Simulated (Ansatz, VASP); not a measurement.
**I in VASP and in Ansatz**

```
I
1.0
     2.49140    0.00000    0.00000
     0.00000    2.49140    0.00000
     0.00000    0.00000    2.49140
I
1
Direct
  0.00000 0.00000 0.00000
```

Change from the starting cell: volume scaled by 0.4, LAPW.

Alike in both runs: task single point; functional PBEsol; k mesh 11 × 11 × 11; occupations fermi-dirac, width 0.1 eV; no spin polarisation.

|  | VASP | Ansatz |
| --- | --- | --- |
| version | VASP 6.6.1 | Ansatz 0.2.0 |
| potentials or method | VASP PAW PBE potentials, release 64 (I), cutoff 520 eV | all-electron LAPW, scalar-relativistic |

Ansatz gave:

* pressure (GPa): 196.1

Which values does VASP return?

Pressure (GPa): 197.8.

VASP's potentials were made for PBE, not for PBEsol. Both programs put the cell under a high pressure, so it lies far from rest at this level. Ansatz ran all-electron here, and VASP with PAW potentials.

Neither program's run includes spin-orbit coupling. Noted on VASP's run: the cell as given lies far from equilibrium.
